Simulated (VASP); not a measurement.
# PtS2 (P-3m1) in VASP: a series of runs

The runs below take PtS2 through single point, with PBE+D3(BJ).

Everything below comes from runs of VASP 6.6.1. Logs are shortened: lines on timing, memory, paths and dates and some standing lists are left out, and cuts for length are marked.

**1. The cell of the first run**

It takes space group P-3m1 (No. 164, trigonal). The conventional cell has a = 3.578 Å, b = 3.578 Å, c = 4.758 Å, α = 90.00°, β = 90.00°, γ = 120.00°. Pt (site symmetry -3m) has 6 S at 2.39 Å within 3.2 Å. Within 3.2 Å of S (site symmetry 3m) lie 3 Pt at 2.39 Å and 6 S at 3.12 to 3.18 Å.

**2. Single point, PBE+D3(BJ)**

Input file INCAR:

```
SYSTEM = PtS2
PREC = Accurate ; ENCUT = 520
EDIFF = 1E-7 ; ISMEAR = 0
SIGMA = 0.1 ; LREAL = .False.
LASPH = .True. ; NELM = 80
ALGO = Normal ; ISIF = 2
LWAVE = .False. ; LCHARG = .False.
GGA = PE ; IVDW = 12
NBANDS = 18
```

Input file KPOINTS:

```
regular mesh
0
Gamma
  6 6 4
  0 0 0
```

Input file POSCAR:

```
PtS2
1.0
    3.5779759506      0.0000000000      0.0000000000
   -1.7889879753      3.0986180673      0.0000000000
    0.0000000000      0.0000000000      4.7577695323
Pt S
1 2
Direct
    0.0000000000      0.0000000000      0.0000000000
    0.3333333333      0.6666666667      0.2546080475
    0.6666666667      0.3333333333      0.7453919525
```

Potentials or basis: VASP PAW PBE potentials, release 64 (Pt, S).

Command:

```bash
$ cat potpaw_PBE.64/Pt/POTCAR potpaw_PBE.64/S/POTCAR > POTCAR
$ mpirun -np 1 vasp_std > vasp.out
```

OUTCAR:

```text
SYSTEM = PtS2
   PREC = Accurate
   ENCUT = 520
   EDIFF = 1E-7
   ISMEAR = 0
   LREAL = .False.
   LASPH = .True.
   NELM = 80
   ISIF = 2
   GGA = PE
   IVDW = 12
 IVDW          = 12

 ion  position               nearest neighbor table
   1  0.000  0.000  0.000-   2 2.39   3 2.39   2 2.39   3 2.39   3 2.39   2 2.39
   2  0.333  0.667  0.255-   1 2.39   1 2.39   1 2.39
   3  0.667  0.333  0.745-   1 2.39   1 2.39   1 2.39

  LATTYP: Found a hexagonal cell.
 ALAT       =     3.5779759506
 C/A-ratio  =     1.3297377059

  Lattice vectors:

 A1 = (   3.5779759506,   0.0000000000,   0.0000000000)
 A2 = (  -1.7889879753,   3.0986180673,   0.0000000000)
 A3 = (   0.0000000000,   0.0000000000,   4.7577695323)

Analysis of symmetry for initial positions (statically):
=====================================================================
 Subroutine PRICEL returns:
 Original cell was already a primitive cell.

 Routine SETGRP: Setting up the symmetry group for a
 hexagonal supercell.

 Subroutine GETGRP returns: Found 12 space group operations
 (whereof 12 operations were pure point group operations)
 out of a pool of 24 trial point group operations.

The static configuration has the point symmetry D_3d.

Analysis of symmetry for dynamics (positions and initial velocities):
=====================================================================
 Subroutine PRICEL returns:
 Original cell was already a primitive cell.

 Routine SETGRP: Setting up the symmetry group for a
 hexagonal supercell.

 Subroutine GETGRP returns: Found 12 space group operations
 (whereof 12 operations were pure point group operations)
 out of a pool of 24 trial point group operations.

The dynamic configuration has the point symmetry D_3d.

 Subroutine INISYM returns: Found 12 space group operations
 (whereof 12 operations are pure point group operations),
 and found     1 'primitive' translations

----------------------------------------------------------------------------------------

                                     Primitive cell

  volume of cell :      52.7483

  direct lattice vectors                    reciprocal lattice vectors
     3.577975951  0.000000000  0.000000000     0.279487625  0.161362255  0.000000000
    -1.788987975  3.098618067  0.000000000     0.000000000  0.322724511  0.000000000
     0.000000000  0.000000000  4.757769532     0.000000000  0.000000000  0.210182522
[... 84 lines left out ...]
   NELM   =     80;   NELMIN=  2; NELMDL= -5     # of ELM steps
   EDIFF  = 0.1E-06   stopping-criterion for ELM
   LREAL  =      F    real-space projection
   EDIFFG = 0.1E-05   stopping-criterion for IOM
   NSW    =      0    number of steps for IOM
   IBRION =     -1    ionic relax: 0-MD 1-quasi-New 2-CG
   NFREE  =      0    steps in history (QN), initial steepest desc. (CG)
   ISIF   =      2    stress and relaxation
   ISYM   =      2    0-nonsym 1-usesym 2-fastsym
   POTIM  = 0.5000    time-step for ionic-motion
   TEBEG  =    0.0;   TEEND  =   0.0 temperature during run
   PSTRESS=    0.0 pullay stress
   NELECT =      22.0000    total number of electrons
   NUPDOWN=      -1.0000    fix difference up-down
   EMIN   =  10.00;   EMAX   =-10.00  energy-range for DOS
   EFERMI =   0.00;   METHOD = LEGACY
   ISMEAR =     0;   SIGMA  =   0.10  broadening in eV -4-tet -1-fermi 0-gaus
   EFERMI_NEDOS =   21; number of points for ismear=-14 and -15
   IALGO  =     38    algorithm
   IMIX   =      4    mixing-type and parameters
     AMIX     =   0.40;   BMIX     =  1.00
     AMIX_MAG =   1.60;   BMIX_MAG =  1.00
  volume/ion in A,a.u.               =      17.58       118.65
  Fermi-wavevector in a.u.,A,eV,Ry     =   1.223149  2.311417 20.355594  1.496094
  Thomas-Fermi vector in A             =   2.358270
   LORBIT       =      0    0 simple, 1 ext, 2 COOP (PROOUT), +10 PAW based schemes
   GGA     = PE    functional components
   LHFCALC =     F    Hartree Fock is set to
   AEXX    =    0.0000 exact exchange contribution
   IVDW    =    12    specifies the selected vdW correction
   LEPSILON=     F    determine dielectric tensor
   LRPA    =     F    only Hartree local field effects (RPA)
 non-spin polarized calculation
 Gauss-broadening in eV      SIGMA  =   0.10
  energy-cutoff  :      520.00
  volume of cell :       52.75
 maximum number of plane-waves:      1458
 NGX is ok and might be reduce to    28
   NGX = 13   NGY = 13   NGZ = 17

 number of electron      21.9999999 magnetization

 Free energy of the ion-electron system (eV)
  ---------------------------------------------------
  ext. energy  EPLUGINS =         0.00000000
  ---------------------------------------------------
  free energy    TOTEN  =       -15.33442879 eV

  energy without entropy =      -15.33382024  energy(sigma->0) =      -15.33412451

 E-fermi :   7.7260     XC(G=0): -10.9306

 val. band max:        7.6527740433   @ k =   0.0000   0.0000   0.0000
 cond. band min:       7.8725747026   @ k =   0.0000   0.3333   0.2500
 fundamental gap:      0.2198006593
 Fermi energy:         7.7260285753

 k-point     1 :       0.0000    0.0000    0.0000
  band No.  band energies     occupation
      1      -8.1312      2.00000
      2      -4.8713      2.00000
      3       0.1760      2.00000
      4       0.6907      2.00000
      5       0.6907      2.00000
      6       3.5004      2.00000
[... 481 lines left out ...]
      5       1.2307      2.00000
      6       3.0042      2.00000
[... 10 lines left out ...]
     17      15.4529      0.00000
     18      17.9846      0.00000

------------------------ aborting loop because EDIFF is reached ----------------------------------------

 Edisp (eV)   -1.32874

 E8    (eV) :    -0.5332

  FORCE on cell =-STRESS in cart. coord.  units (eV):
  Direction    XX          YY          ZZ          XY          YZ          ZX
  --------------------------------------------------------------------------------------
  -------------------------------------------------------------------------------------
  Total      -0.21910    -0.21910    -0.22148     0.00000    -0.00000     0.00000
  in kB      -6.65486    -6.65486    -6.72735     0.00000    -0.00000     0.00000
  external pressure =       -6.68 kB  Pullay stress =        0.00 kB

 VOLUME and BASIS-vectors are now :
 -----------------------------------------------------------------------------
  energy-cutoff  :      520.00
  volume of cell :       52.75
      direct lattice vectors                 reciprocal lattice vectors
     3.577975951  0.000000000  0.000000000     0.279487625  0.161362255  0.000000000
    -1.788987975  3.098618067  0.000000000     0.000000000  0.322724511  0.000000000
     0.000000000  0.000000000  4.757769532     0.000000000  0.000000000  0.210182522

 POSITION                                       TOTAL-FORCE (eV/Angst)
 -----------------------------------------------------------------------------------
      0.00000      0.00000      0.00000        -0.000000      0.000000      0.000000
     -0.00000      2.06575      1.21137        -0.000000      0.000000     -0.051255
      1.78899      1.03287      3.54640         0.000000     -0.000000      0.051255
 -----------------------------------------------------------------------------------
    total drift:                                0.000000      0.000000     -0.000000

  FREE ENERGIE OF THE ION-ELECTRON SYSTEM (eV)
  ---------------------------------------------------
  free  energy   TOTEN  =       -16.6631664727 eV

  energy  without entropy=      -16.6625579214  energy(sigma->0) =      -16.66286220
```

OSZICAR:

```text
N       E                     dE             d eps       ncg     rms          rms(c)
DAV:   1     0.112834677038E+03    0.11283E+03   -0.10450E+04   864   0.110E+03
DAV:   2    -0.109954976859E+02   -0.12383E+03   -0.11964E+03  1024   0.223E+02
DAV:   3    -0.165849529108E+02   -0.55895E+01   -0.55395E+01  1094   0.472E+01
DAV:   4    -0.166464522813E+02   -0.61499E-01   -0.61469E-01  1088   0.552E+00
DAV:   5    -0.166472494428E+02   -0.79716E-03   -0.79711E-03  1116   0.631E-01    0.179E+01
DAV:   6    -0.156167009701E+02    0.10305E+01   -0.62744E+00   900   0.239E+01    0.124E+01
DAV:   7    -0.153527810733E+02    0.26392E+00   -0.12436E+00   900   0.110E+01    0.586E+00
DAV:   8    -0.153369336485E+02    0.15847E-01   -0.62592E-02   960   0.175E+00    0.128E+00
DAV:   9    -0.153342094528E+02    0.27242E-02   -0.78262E-03  1052   0.885E-01    0.215E-01
DAV:  10    -0.153343788288E+02   -0.16938E-03   -0.11743E-03  1056   0.222E-01    0.868E-02
DAV:  11    -0.153344248491E+02   -0.46020E-04   -0.54116E-05  1028   0.616E-02    0.418E-02
DAV:  12    -0.153344275482E+02   -0.26991E-05   -0.10056E-05  1048   0.275E-02    0.796E-03
DAV:  13    -0.153344286819E+02   -0.11337E-05   -0.97265E-07  1038   0.701E-03    0.373E-03
DAV:  14    -0.153344287912E+02   -0.10935E-06   -0.18202E-07   964   0.314E-03    0.632E-04
DAV:  15    -0.153344287896E+02    0.15830E-08   -0.15827E-08   592   0.960E-04
   1 F= -.16663166E+02 E0= -.16662862E+02  d E =-.608551E-03
```

Wall time 34 s (1 thread of Intel Xeon Platinum 8375C at 2.90GHz (Ice Lake), shared host); peak memory 0.19 GiB.

Results:

| Property | Result |
| --- | --- |
| Free energy | -16.6632 eV |
| Pressure | -0.7 GPa |
| Largest force | 0.051 eV/Å |
| Band gap on the k mesh | 0.22 eV, indirect (least direct gap 1.13 eV) |
| Dispersion energy per atom | -0.443 eV |

Forces on the atoms (eV/Å):
```
Pt   0.000  0.000  0.000
S    0.000  0.000 -0.051
S    0.000  0.000  0.051
```

Caveat: spin-orbit coupling is left out, which moves the levels of the heavy elements. A k mesh can miss the band edges.

**3. Single point, PBE+D3(BJ) (volume scaled by 0.88, then relaxed in part)**

Input file INCAR:

```
PREC = Accurate
ENCUT = 520
EDIFF = 1E-6
ISMEAR = 0
SIGMA = 0.01
LREAL = F
LASPH = T
NELM = 60
ALGO = Normal
ISIF = 2
LWAVE = F
LCHARG = T
GGA = PE
IVDW = 12
LELF = T
LVHAR = T
NBANDS = 18
```

Input file KPOINTS:

```
Automatic mesh
0
Gamma
  12 12 8
```

Input file POSCAR:

```
PtS2
1.0
    3.5348087209      0.0000000000      0.0000000000
   -1.7674043605      3.0612341498      0.0000000000
    0.0000000000      0.0000000000      4.2171414592
Pt S
1 2
Direct
    0.0000000000      0.0000000000      0.0000000000
    0.3333333333      0.6666666667      0.2822875046
    0.6666666667      0.3333333333      0.7177124954
```

Potentials or basis: VASP PAW PBE potentials, release 64 (Pt, S).

Command:

```bash
$ cat potpaw_PBE.64/Pt/POTCAR potpaw_PBE.64/S/POTCAR > POTCAR
$ mpirun -np 1 vasp_std > vasp.out
```

OUTCAR:

```text
PREC = Accurate
   ENCUT = 520
   EDIFF = 1E-6
   ISMEAR = 0
   LREAL = F
   LASPH = T
   NELM = 60
   ISIF = 2
   GGA = PE
   IVDW = 12
 IVDW          = 12

 ion  position               nearest neighbor table
   1  0.000  0.000  0.000-   2 2.36   3 2.36   3 2.36   2 2.36   3 2.36   2 2.36
   2  0.333  0.667  0.282-   1 2.36   1 2.36   1 2.36   3 2.75   3 2.75   3 2.75
   3  0.667  0.333  0.718-   1 2.36   1 2.36   1 2.36   2 2.75   2 2.75   2 2.75

  LATTYP: Found a hexagonal cell.
 ALAT       =     3.5348087209
 C/A-ratio  =     1.1930324360

  Lattice vectors:

 A1 = (   3.5348087209,   0.0000000000,   0.0000000000)
 A2 = (  -1.7674043605,   3.0612341498,   0.0000000000)
 A3 = (   0.0000000000,   0.0000000000,   4.2171414592)

Analysis of symmetry for initial positions (statically):
=====================================================================
 Subroutine PRICEL returns:
 Original cell was already a primitive cell.

 Routine SETGRP: Setting up the symmetry group for a
 hexagonal supercell.

 Subroutine GETGRP returns: Found 12 space group operations
 (whereof 12 operations were pure point group operations)
 out of a pool of 24 trial point group operations.

The static configuration has the point symmetry D_3d.

Analysis of symmetry for dynamics (positions and initial velocities):
=====================================================================
 Subroutine PRICEL returns:
 Original cell was already a primitive cell.

 Routine SETGRP: Setting up the symmetry group for a
 hexagonal supercell.

 Subroutine GETGRP returns: Found 12 space group operations
 (whereof 12 operations were pure point group operations)
 out of a pool of 24 trial point group operations.

The dynamic configuration has the point symmetry D_3d.

 Subroutine INISYM returns: Found 12 space group operations
 (whereof 12 operations are pure point group operations),
 and found     1 'primitive' translations

[... 118 lines left out ...]
  Fermi-wavevector in a.u.,A,eV,Ry     =   1.283676  2.425796 22.420017  1.647825
  Thomas-Fermi vector in A             =   2.415915
   LORBIT       =      0    0 simple, 1 ext, 2 COOP (PROOUT), +10 PAW based schemes
   GGA     = PE    functional components
   LHFCALC =     F    Hartree Fock is set to
   AEXX    =    0.0000 exact exchange contribution
   IVDW    =    12    specifies the selected vdW correction
   LEPSILON=     F    determine dielectric tensor
   LRPA    =     F    only Hartree local field effects (RPA)
 non-spin polarized calculation
 Gauss-broadening in eV      SIGMA  =   0.01
  energy-cutoff  :      520.00
  volume of cell :       45.63
 maximum number of plane-waves:      1264
 NGX is ok and might be reduce to    28
   NGX = 13   NGY = 13   NGZ = 15

 number of electron      22.0000003 magnetization

 Free energy of the ion-electron system (eV)
  ---------------------------------------------------
  ext. energy  EPLUGINS =         0.00000000
  ---------------------------------------------------
  free energy    TOTEN  =       -14.96245187 eV

  energy without entropy =      -14.96241002  energy(sigma->0) =      -14.96243094

 E-fermi :   9.8347     XC(G=0): -11.8073

 val. band max:        9.8328094244   @ k =   0.0000   0.0833   0.1250
 cond. band min:       9.8605494010   @ k =   0.0000   0.3333   0.3750
 fundamental gap:      0.0277399767
 Fermi energy:         9.8346992402

 k-point     1 :       0.0000    0.0000    0.0000
  band No.  band energies     occupation
      1      -7.1043      2.00000
      2      -2.3647      2.00000
      3       1.4922      2.00000
      4       2.2995      2.00000
      5       2.2995      2.00000
      6       5.4163      2.00000
[... 481 lines left out ...]
      5       3.2884      2.00000
      6       4.4312      2.00000
[... 10 lines left out ...]
     17      18.5799      0.00000
     18      19.2873      0.00000

 [... further k-points ...]

------------------------ aborting loop because EDIFF is reached ----------------------------------------

 Edisp (eV)   -1.54811

 E8    (eV) :    -0.6221

  FORCE on cell =-STRESS in cart. coord.  units (eV):
  Direction    XX          YY          ZZ          XY          YZ          ZX
  --------------------------------------------------------------------------------------
  -------------------------------------------------------------------------------------
  Total       2.86652     2.86652     2.92603    -0.00000     0.00000     0.00000
  in kB     100.64315   100.64315   102.73268    -0.00000     0.00000     0.00000
  external pressure =      101.34 kB  Pullay stress =        0.00 kB

 VOLUME and BASIS-vectors are now :
 -----------------------------------------------------------------------------
  energy-cutoff  :      520.00
  volume of cell :       45.63
      direct lattice vectors                 reciprocal lattice vectors
     3.534808721  0.000000000  0.000000000     0.282900739  0.163332818  0.000000000
    -1.767404361  3.061234150  0.000000000     0.000000000  0.326665636  0.000000000
     0.000000000  0.000000000  4.217141459     0.000000000  0.000000000  0.237127450

 POSITION                                       TOTAL-FORCE (eV/Angst)
 -----------------------------------------------------------------------------------
      0.00000      0.00000      0.00000         0.000000      0.000000      0.000000
     -0.00000      2.04082      1.19045         0.000000      0.000000     -0.045453
      1.76740      1.02041      3.02670        -0.000000     -0.000000      0.045453
 -----------------------------------------------------------------------------------
    total drift:                                0.000000     -0.000000      0.000000

  FREE ENERGIE OF THE ION-ELECTRON SYSTEM (eV)
  ---------------------------------------------------
  free  energy   TOTEN  =       -16.5105629498 eV

  energy  without entropy=      -16.5105211071  energy(sigma->0) =      -16.51054203
```

Run time: 1.9 min. Hardware: 1 thread of Intel Xeon Platinum 8375C at 2.90GHz (Ice Lake), shared host; peak memory 0.25 GiB.

Results:

- Free energy: -16.5106 eV
- Pressure: 10.1 GPa
- Largest force: 0.045 eV/Å
- Band gap on the k mesh: zero (band 11 reaches 10.33 eV, above the bottom of band 12 at 9.79 eV)
- Dispersion energy per atom: -0.516 eV

Forces on the atoms (eV/Å):
```
Pt   0.000  0.000  0.000
S    0.000  0.000 -0.045
S    0.000  0.000  0.045
```

Caveat: spin-orbit coupling is left out, which moves the levels of the heavy elements; pairwise dispersion overbinds metals, which lowers pressure and volume.
